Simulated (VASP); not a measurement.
# Mg (Pm-3m) in VASP: further runs, part 2 of 2

VASP 6.6.1. Earlier steps stand in the parts before.

## (3) Single point, BLYP (volume scaled by 0.92)

INCAR reads:

```
SYSTEM = Mg
AGGAC = 1.0
AGGAX = 1.0
ALDAC = 0.0
ALDAX = 1.0
ALGO = Normal
EDIFF = 1E-6
ENCUT = 520
GGA = B5
ISIF = 2
ISMEAR = -1
LASPH = .True.
LCHARG = .False.
LREAL = .False.
LWAVE = .False.
NBANDS = 7
NELM = 100
PREC = Accurate
SIGMA = 0.1
```

KPOINTS reads:

```
k-points
0
Gamma
  11 11 11
  0 0 0
```

POSCAR reads:

```
Mg
1.0
    3.0064762360      0.0000000000      0.0000000000
    0.0000000000      3.0064762360      0.0000000000
    0.0000000000      0.0000000000      3.0064762360
Mg
1
Direct
    0.0000000000      0.0000000000      0.0000000000
```

Potentials or basis: VASP PAW PBE potentials, release 64 (Mg).

Launch:

```bash
> cat potpaw_PBE.64/Mg/POTCAR > POTCAR
> mpirun -np 1 vasp_std > vasp.out
```

OUTCAR:

```text
SYSTEM = Mg
   EDIFF = 1E-6
   ENCUT = 520
   GGA = B5
   ISIF = 2
   ISMEAR = -1
   LASPH = .True.
   LREAL = .False.
   NELM = 100
   PREC = Accurate

 ion  position               nearest neighbor table
   1  0.000  0.000  0.000-

  LATTYP: Found a simple cubic cell.
 ALAT       =     3.0064762360

  Lattice vectors:

 A1 = (   3.0064762360,   0.0000000000,   0.0000000000)
 A2 = (   0.0000000000,   3.0064762360,   0.0000000000)
 A3 = (   0.0000000000,   0.0000000000,   3.0064762360)

[... 416 lines left out ...]
      6      16.6870      0.00000
      7      17.2031      0.00000

 [... further k-points ...]

------------------------ aborting loop because EDIFF is reached ----------------------------------------

  FORCE on cell =-STRESS in cart. coord.  units (eV):
  Direction    XX          YY          ZZ          XY          YZ          ZX
  --------------------------------------------------------------------------------------
  -------------------------------------------------------------------------------------
  Total        0.2905653      0.2905653      0.2905653     -0.0000000     -0.0000000      0.0000000
  in kB       17.1309350     17.1309350     17.1309350     -0.0000000     -0.0000000      0.0000000
  external PRESSURE =      17.1309350 kB  Pullay stress =       0.0000000 kB

 VOLUME and BASIS-vectors are now :
 -----------------------------------------------------------------------------
  energy-cutoff  :      520.00
  volume of cell :       27.18
      direct lattice vectors                 reciprocal lattice vectors
     3.006476236  0.000000000  0.000000000     0.332615302  0.000000000  0.000000000
     0.000000000  3.006476236  0.000000000     0.000000000  0.332615302  0.000000000
     0.000000000  0.000000000  3.006476236     0.000000000  0.000000000  0.332615302

 POSITION                                       TOTAL-FORCE (eV/Angst)
 -----------------------------------------------------------------------------------
      0.00000      0.00000      0.00000         0.000000      0.000000      0.000000
 -----------------------------------------------------------------------------------
    total drift:                               -0.000000      0.000000      0.000000

  FREE ENERGIE OF THE ION-ELECTRON SYSTEM (eV)
  ---------------------------------------------------
  free  energy   TOTEN  =        -0.4696660778 eV

  energy  without entropy=       -0.4568988778  energy(sigma->0) =       -0.46328248
```

OSZICAR:

```text
N       E                     dE             d eps       ncg     rms          rms(c)
DAV:   1     0.407069495390E-01    0.40707E-01   -0.75391E+02   840   0.191E+02
DAV:   2    -0.467111710948E+00   -0.50782E+00   -0.50135E+00  1008   0.961E+00
DAV:   3    -0.469552421007E+00   -0.24407E-02   -0.24405E-02  1008   0.729E-01
DAV:   4    -0.469558118458E+00   -0.56975E-05   -0.56976E-05  1141   0.273E-02
DAV:   5    -0.469558120486E+00   -0.20274E-08   -0.20552E-08   994   0.440E-04    0.371E-01
DAV:   6    -0.469323131786E+00    0.23499E-03   -0.11212E-03   952   0.172E-01    0.240E-01
DAV:   7    -0.469642070023E+00   -0.31894E-03   -0.45336E-03   847   0.353E-01    0.187E-02
DAV:   8    -0.469663938839E+00   -0.21869E-04   -0.62065E-05  1106   0.429E-02    0.391E-03
DAV:   9    -0.469665869240E+00   -0.19304E-05   -0.20480E-06  1022   0.855E-03    0.126E-03
DAV:  10    -0.469666077767E+00   -0.20853E-06   -0.54361E-07   784   0.391E-03
   1 F= -.46966608E+00 E0= -.46328248E+00  d E =-.127672E-01
```

stdout:

```text
POSCAR found type information on POSCAR Mg
 POSCAR found :  1 types and       1 ions
 scaLAPACK will be used
 -----------------------------------------------------------------------------
|                                                                             |
|                                                                             |
|     You enforced a specific xc type in the INCAR file but a different       |
|     I HOPE YOU KNOW WHAT YOU ARE DOING!                                     |
|                                                                             |
 -----------------------------------------------------------------------------

 LDA part: xc-table for (Slater(with rela. corr.)+VWN5), standard interpolation
 POSCAR, INCAR and KPOINTS ok, starting setup
 FFT: planning ... GRIDC
 FFT: planning ... GRID_SOFT
 FFT: planning ... GRID
 WAVECAR not read
 entering main loop
```

Wall time 9.6 s (1 thread of Intel Xeon Platinum 8375C at 2.90GHz (Ice Lake), shared host); peak memory 0.14 GiB.

What came out:

| Quantity | Value |
| --- | --- |
| Free energy | -0.4697 eV |
| Pressure | 1.7 GPa |
| Band gap on the k mesh | zero (band 1 reaches 5.56 eV, above the bottom of band 2 at 0.89 eV) |

Levels at points of the mesh, in eV from the Fermi level:
```tsv
k point	band 1	band 2	band 3	band 4	band 5
(0.00, 0.00, 0.00)	-6.19	8.12	8.12	9.51	9.51
```

Caveat: the PAW data sets were made with another functional, which shifts forces and pressure a little.

## (4) Single point, BLYP (volume scaled by 0.96)

INCAR reads:

```
AGGAC    = 1.0          
AGGAX    = 1.0          
ALDAC    = 0.0          
ALDAX    = 1.0          
ALGO     = Normal         # electronic algorithm
EDIFF    = 1E-6           # SCF threshold, eV
ENCUT    = 520            # plane-wave cutoff, eV
GGA      = B5             # functional
ISIF     = 2              # what is computed and relaxed
ISMEAR   = -1             # smearing method
LASPH    = True           # aspherical terms in the spheres
LCHARG   = False          # write CHGCAR
LREAL    = False          # projectors in reciprocal space
LWAVE    = False          # write WAVECAR
NBANDS   = 7              # bands
NELM     = 100            # most SCF steps
PREC     = Accurate       # precision mode
SIGMA    = 0.1            # smearing width, eV
```

KPOINTS reads:

```
k-points
0
Gamma
  11 11 11
```

POSCAR reads:

```
Mg
1.0
    3.0494317001      0.0000000000      0.0000000000
    0.0000000000      3.0494317001      0.0000000000
    0.0000000000      0.0000000000      3.0494317001
Mg
1
Direct
    0.0000000000      0.0000000000      0.0000000000
```

Launch:

```bash
> cat potpaw_PBE.64/Mg/POTCAR > POTCAR
> mpirun -np 1 vasp_std > vasp.out
```

Run time: 8.3 s. Hardware: 1 thread of Intel Xeon Platinum 8375C at 2.90GHz (Ice Lake), shared host; peak memory 0.14 GiB.

It converged, with:

| Item | Value |
| --- | --- |
| Free energy | -0.4788 eV |
| Pressure | 0.8 GPa |
| Band gap on the k mesh | zero (band 1 reaches 5.25 eV, above the bottom of band 2 at 0.75 eV) |

Levels at points of the mesh, in eV from the Fermi level:
```csv
k point,band 1,band 2,band 3,band 4
"(0.00, 0.00, 0.00)",-6.04,7.98,7.98,9.21
```

Caveat: the PAW data sets were made with another functional, which shifts forces and pressure a little.

## (5) Summary

| cell | gap on the mesh (eV) | pressure (GPa) |
| --- | --- | --- |
| a = 2.962 Å, 1 atom | none | 2.9 |
| a = 3.006 Å, 1 atom | none | 1.7 |
| a = 3.049 Å, 1 atom | none | 0.8 |

Alike in all rows: task single point; level BLYP; potentials or basis VASP PAW PBE potentials, release 64 (Mg); no spin polarisation; k mesh 11 × 11 × 11; cutoff (eV) 520; smearing fermi-dirac 0.1 eV.

Caveats: the PAW data sets were made with another functional, which shifts forces and pressure a little.

Total energies depend on the potentials used, so only differences within one code and one set of settings carry meaning.
